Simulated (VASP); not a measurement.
# TiAl (Pm) in VASP: single point with PBE

Aim: the single point of TiAl with PBE.

Everything below comes from runs of VASP 6.6.1. Logs are shortened: lines on timing, memory, paths and dates and some standing lists are left out, and cuts for length are marked.

**1. The cell of the first run**

It takes space group Pm (No. 6, monoclinic). Conventional cell: a = 3.186 Å, b = 3.186 Å, c = 9.573 Å, α = 90.00°, β = 93.18°, γ = 90.00°. Ti (site symmetry m) has 8 Al at 2.49 to 3.10 Å and 6 Ti at 3.19 to 3.23 Å within 3.3 Å. Ti (site symmetry m) has 8 Al at 2.76 Å and 6 Ti at 3.19 Å within 3.6 Å. Ti (site symmetry m) has 8 Al at 2.76 Å and 6 Ti at 3.19 to 3.23 Å within 3.6 Å. Within 3.3 Å of Al (site symmetry m) lie 8 Ti at 2.49 to 3.10 Å and 6 Al at 3.19 to 3.23 Å. Within 3.6 Å of Al (site symmetry m) lie 8 Ti at 2.76 Å and 6 Al at 3.19 to 3.23 Å. Within 3.6 Å of Al (site symmetry m) lie 8 Ti at 2.76 Å and 6 Al at 3.19 Å.

**2. Single point, PBE (the part above a cut slid along it)**

File INCAR:

```
SYSTEM = TiAl
ALGO     = Fast           ! electronic algorithm
EDIFF    = 1E-6           ! SCF threshold, eV
ENCUT    = 520            ! plane-wave cutoff, eV
GGA      = PE             ! functional
ISIF     = 2              ! what is computed and relaxed
ISMEAR   = 0              ! smearing method
LASPH    = .True.         ! aspherical terms in the spheres
LCHARG   = .False.        ! write CHGCAR
LREAL    = .False.        ! projectors in reciprocal space
LWAVE    = .False.        ! write WAVECAR
NBANDS   = 32             ! bands
NELM     = 60             ! most SCF steps
PREC     = Accurate       ! precision mode
SIGMA    = 0.15           ! smearing width, eV
```

File KPOINTS:

```
k-points
0
Gamma
  14 14 5
  0 0 0
```

File POSCAR:

```
TiAl
1.0
    0.0000000000     -3.1860938973      0.0000000000
    0.0000000000      0.0000000000     -3.1860938973
    9.5582816920      0.0000000000     -0.5310156496
Ti Al
3 3
Direct
    1.0000000000      0.9861111111      0.0833333333
    1.0000000000      0.9305555556      0.4166666667
    1.0000000000      0.8750000000      0.7500000000
    0.5000000000      0.3472222222      0.9166666667
    0.5000000000      0.4583333333      0.2500000000
    0.5000000000      0.4027777778      0.5833333333
```

Potentials or basis: VASP PAW PBE potentials, release 64 (Ti_sv, Al).

The run is started by

```bash
cat potpaw_PBE.64/Ti_sv/POTCAR potpaw_PBE.64/Al/POTCAR > POTCAR
mpirun -np 1 vasp_std > vasp.out
```

OUTCAR:

```text
SYSTEM = TiAl
   EDIFF = 1E-6
   ENCUT = 520
   GGA = PE
   ISIF = 2
   ISMEAR = 0
   LASPH = .True.
   LREAL = .False.
   NELM = 60
   PREC = Accurate

 ion  position               nearest neighbor table
   1  0.000  0.986  0.083-   4 2.49   4 2.49   5 2.76   5 2.76   5 2.76   5 2.76   4 3.10   4 3.10

   2  0.000  0.931  0.417-   6 2.76   6 2.76   6 2.76   6 2.76   5 2.76   5 2.76   5 2.76   5 2.76

   3  0.000  0.875  0.750-   4 2.76   6 2.76   4 2.76   6 2.76   6 2.76   6 2.76   4 2.76   4 2.76

   4  0.500  0.347  0.917-   1 2.49   1 2.49   3 2.76   3 2.76   3 2.76   3 2.76   1 3.10   1 3.10
                             6 3.19   5 3.23
   5  0.500  0.458  0.250-   2 2.76   2 2.76   1 2.76   1 2.76   1 2.76   1 2.76   2 2.76   2 2.76
                             6 3.19   4 3.23
   6  0.500  0.403  0.583-   2 2.76   2 2.76   2 2.76   2 2.76   3 2.76   3 2.76   3 2.76   3 2.76
                             5 3.19   4 3.19

  LATTYP: Found a simple monoclinic cell.
 ALAT       =     3.1860938973
 B/A-ratio  =     1.0000000000
 C/A-ratio  =     3.0046260629
 COS(beta)  =    -0.0554700196

  Lattice vectors:

 A1 = (   0.0000000000,   0.0000000000,  -3.1860938973)
 A2 = (   0.0000000000,  -3.1860938973,   0.0000000000)
 A3 = (  -9.5582816920,   0.0000000000,   0.5310156496)

Analysis of symmetry for initial positions (statically):
=====================================================================
 Subroutine PRICEL returns:
 Original cell was already a primitive cell.

 Routine SETGRP: Setting up the symmetry group for a
 simple monoclinic supercell.

 Subroutine GETGRP returns: Found  2 space group operations
 (whereof  2 operations were pure point group operations)
 out of a pool of  4 trial point group operations.

The static configuration has the point symmetry C_1h.

Analysis of symmetry for dynamics (positions and initial velocities):
=====================================================================
 Subroutine PRICEL returns:
 Original cell was already a primitive cell.

 Routine SETGRP: Setting up the symmetry group for a
 simple monoclinic supercell.

 Subroutine GETGRP returns: Found  2 space group operations
 (whereof  2 operations were pure point group operations)
 out of a pool of  4 trial point group operations.

The dynamic configuration has the point symmetry C_1h.

 Subroutine INISYM returns: Found  2 space group operations
 (whereof  2 operations are pure point group operations),
 and found     1 'primitive' translations

----------------------------------------------------------------------------------------

                                     Primitive cell

  volume of cell :      97.0280

  direct lattice vectors                    reciprocal lattice vectors
     0.000000000 -3.186093897  0.000000000     0.000000000 -0.313863945  0.000000000
     0.000000000  0.000000000 -3.186093897    -0.017436886  0.000000000 -0.313863945
     9.558281692  0.000000000 -0.531015650     0.104621315  0.000000000  0.000000000

  length of vectors
     3.186093897  3.186093897  9.573020763     0.313863945  0.314347930  0.104621315

  position of ions in fractional coordinates (direct lattice)
     0.000000000  0.986111111  0.083333333
     0.000000000  0.930555556  0.416666667
     0.000000000  0.875000000  0.750000000
     0.500000000  0.347222222  0.916666667
     0.500000000  0.458333333  0.250000000
     0.500000000  0.402777778  0.583333333

  ion indices of the primitive-cell ions
   primitive index   ion index
                 1           1
                 2           2
                 3           3
                 4           4
                 5           5
                 6           6

----------------------------------------------------------------------------------------

 KPOINTS: k-points

Automatic generation of k-mesh.
 Grid dimensions read from file:
 generate k-points for:   14   14    5

 Generating k-lattice:

  Cartesian coordinates                     Fractional coordinates (reciprocal lattice)
     0.000000000 -0.022418853  0.000000000     0.071428571  0.000000000  0.000000000
    -0.001245492  0.000000000 -0.022418853     0.000000000  0.071428571 -0.000000000
     0.020924263  0.000000000  0.000000000     0.000000000  0.000000000  0.200000000

  Length of vectors
     0.022418853  0.022453424  0.020924263

  Shift w.r.t. Gamma in fractional coordinates (k-lattice)
     0.000000000  0.000000000  0.000000000

 Subroutine IBZKPT returns following result:
 ===========================================

 Found    288 irreducible k-points:

 Following reciprocal coordinates:
            Coordinates               Weight
  0.000000  0.000000  0.000000      1.000000
  0.071429  0.000000  0.000000      2.000000
  0.142857  0.000000  0.000000      2.000000
  0.214286  0.000000  0.000000      2.000000
  0.285714  0.000000  0.000000      2.000000
  0.357143  0.000000  0.000000      2.000000
[... 16 lines left out ...]
  0.428571  0.142857 -0.000000      4.000000
  0.500000  0.142857 -0.000000      2.000000
 [... further k-points ...]
   k-points           NKPTS =    288   k-points in BZ     NKDIM =    288   number of bands    NBANDS=     32
   number of dos      NEDOS =    301   number of ions     NIONS =      6
   total plane-waves  NPLWV =  41472
   dimension x,y,z NGX =    24 NGY =   24 NGZ =   72
   dimension x,y,z NGXF=    48 NGYF=   48 NGZF=  144
   ions per type =               3   3
   NGX,Y,Z   is equivalent  to a cutoff of  12.52, 12.52, 12.50 a.u.
   NGXF,Y,Z  is equivalent  to a cutoff of  25.05, 25.05, 25.01 a.u.
 SYSTEM =  TiAl
   PREC   = accura    normal or accurate (medium, high low for compatibility)
   ISTART =      0    job   : 0-new  1-cont  2-samecut
   ICHARG =      2    charge: 1-file 2-atom 10-const
   ISPIN  =      1    spin polarized calculation?
   LNONCOLLINEAR =      F non collinear calculations
   LSORBIT =      F    spin-orbit coupling
   LASPH  =      T    aspherical Exc in radial PAW
   ENCUT  =  520.0 eV  38.22 Ry    6.18 a.u.   5.92  5.92 17.80*2*pi/ulx,y,z
   NELM   =     60;   NELMIN=  2; NELMDL= -5     # of ELM steps
   EDIFF  = 0.1E-05   stopping-criterion for ELM
   LREAL  =      F    real-space projection
   EDIFFG = 0.1E-04   stopping-criterion for IOM
   NSW    =      0    number of steps for IOM
   IBRION =     -1    ionic relax: 0-MD 1-quasi-New 2-CG
   NFREE  =      0    steps in history (QN), initial steepest desc. (CG)
   ISIF   =      2    stress and relaxation
   ISYM   =      2    0-nonsym 1-usesym 2-fastsym
   POTIM  = 0.5000    time-step for ionic-motion
   TEBEG  =    0.0;   TEEND  =   0.0 temperature during run
   PSTRESS=    0.0 pullay stress
   NELECT =      45.0000    total number of electrons
   NUPDOWN=      -1.0000    fix difference up-down
   EMIN   =  10.00;   EMAX   =-10.00  energy-range for DOS
   EFERMI =   0.00;   METHOD = LEGACY
   ISMEAR =     0;   SIGMA  =   0.15  broadening in eV -4-tet -1-fermi 0-gaus
   EFERMI_NEDOS =   21; number of points for ismear=-14 and -15
   IALGO  =     68    algorithm
   IMIX   =      4    mixing-type and parameters
     AMIX     =   0.40;   BMIX     =  1.00
     AMIX_MAG =   1.60;   BMIX_MAG =  1.00
  volume/ion in A,a.u.               =      16.17       109.13
  Fermi-wavevector in a.u.,A,eV,Ry     =   1.267204  2.394669 21.848331  1.605807
  Thomas-Fermi vector in A             =   2.400365
   LORBIT       =      0    0 simple, 1 ext, 2 COOP (PROOUT), +10 PAW based schemes
   GGA     = PE    functional components
   LHFCALC =     F    Hartree Fock is set to
   AEXX    =    0.0000 exact exchange contribution
   IVDW    =     0    specifies the selected vdW correction
   LEPSILON=     F    determine dielectric tensor
   LRPA    =     F    only Hartree local field effects (RPA)
 non-spin polarized calculation
 RMM-DIIS sequential band-by-band and
 Gauss-broadening in eV      SIGMA  =   0.15
  energy-cutoff  :      520.00
  volume of cell :       97.03
 maximum number of plane-waves:      2646
 NGX is ok and might be reduce to    24
   NGX = 11   NGY = 11   NGZ = 35

 number of electron      44.9999985 magnetization

 Free energy of the ion-electron system (eV)
  ---------------------------------------------------
  ext. energy  EPLUGINS =         0.00000000
  ---------------------------------------------------
  free energy    TOTEN  =       -35.93984762 eV

  energy without entropy =      -35.86376418  energy(sigma->0) =      -35.90180590

 E-fermi :   8.6452     XC(G=0): -11.0500

 val. band max:        8.6441842940   @ k =   0.2857   0.3571   0.2000
 cond. band min:       8.6469497224   @ k =   0.2857   0.5000   0.4000
 fundamental gap:      0.0027654284
 Fermi energy:         8.6451583137

 k-point     1 :       0.0000    0.0000    0.0000
  band No.  band energies     occupation
      1     -48.2587      2.00000
      2     -48.2505      2.00000
      3     -48.1448      2.00000
      4     -24.5874      2.00000
      5     -24.5434      2.00000
      6     -24.4663      2.00000
[... 24 lines left out ...]
     31      11.3160      0.00000
     32      13.0665      0.00000

 k-point     2 :       0.0714    0.0000    0.0000
  band No.  band energies     occupation
      1     -48.2580      2.00000
      2     -48.2498      2.00000
      3     -48.1441      2.00000
      4     -24.5864      2.00000
      5     -24.5424      2.00000
      6     -24.4745      2.00000
[... 24 lines left out ...]
     31      11.3755      0.00000
     32      12.7691      0.00000
[... 733 lines left out ...]
     31      11.5567      0.00000
     32      11.6693      0.00000

 k-point    24 :       0.5000    0.1429   -0.0000
  band No.  band energies     occupation
      1     -48.2418      2.00000
      2     -48.2339      2.00000
      3     -48.1279      2.00000
      4     -24.6260      2.00000
      5     -24.6123      2.00000
      6     -24.5634      2.00000
[... 24 lines left out ...]
     31      11.5271      0.00000
     32      11.6161      0.00000

 [... further k-points ...]

------------------------ aborting loop because EDIFF is reached ----------------------------------------

  FORCE on cell =-STRESS in cart. coord.  units (eV):
  Direction    XX          YY          ZZ          XY          YZ          ZX
  --------------------------------------------------------------------------------------
  -------------------------------------------------------------------------------------
  Total        1.6857247      1.6937085     -0.1747269      0.0000000      0.0000000      2.3212896
  in kB       27.8355801     27.9674123     -2.8851835      0.0000000      0.0000000     38.3303642
  external PRESSURE =      17.6392696 kB  Pullay stress =       0.0000000 kB

 VOLUME and BASIS-vectors are now :
 -----------------------------------------------------------------------------
  energy-cutoff  :      520.00
  volume of cell :       97.03
      direct lattice vectors                 reciprocal lattice vectors
     0.000000000 -3.186093897  0.000000000     0.000000000 -0.313863945  0.000000000
     0.000000000  0.000000000 -3.186093897    -0.017436886  0.000000000 -0.313863945
     9.558281692  0.000000000 -0.531015650     0.104621315  0.000000000  0.000000000

 POSITION                                       TOTAL-FORCE (eV/Angst)
 -----------------------------------------------------------------------------------
      0.79652      0.00000     -3.18609         0.725616      0.000000      1.641120
      3.98262      0.00000     -3.18609         0.075845      0.000000     -0.045908
      7.16871      0.00000     -3.18609         0.166775      0.000000     -0.016376
      8.76176     -1.59305     -1.59305        -0.973044      0.000000     -1.600222
      2.38957     -1.59305     -1.59305         0.023908      0.000000     -0.005850
      5.57566     -1.59305     -1.59305        -0.019100      0.000000      0.027236
 -----------------------------------------------------------------------------------
    total drift:                               -0.000046      0.000000      0.000229

  FREE ENERGIE OF THE ION-ELECTRON SYSTEM (eV)
  ---------------------------------------------------
  free  energy   TOTEN  =       -35.9398476201 eV

  energy  without entropy=      -35.8637641817  energy(sigma->0) =      -35.90180590
```

Wall time 16 min (1 thread of Intel Xeon 6975P-C (Granite Rapids), shared host); peak memory 0.73 GiB.

What came out:

```yaml
Free_energy: -35.9398 eV
Pressure: 1.8 GPa
Largest_force: 1.873 eV/Å
Band_gap_on_the_k_mesh: zero (an odd number of electrons rules out a gap without spin polarisation)
```

Forces in eV/Å, atoms in the order of the input:
```
Ti   0.726  0.000  1.641
Ti   0.076  0.000 -0.046
Ti   0.167  0.000 -0.016
Al  -0.973  0.000 -1.600
Al   0.024  0.000 -0.006
Al  -0.019  0.000  0.027
```

Caveat: the cell differs from its parent crystal (the part above a cut slid along it); forces of over 1 eV/Å act on the atoms, so gaps and moduli don't describe the material at rest.
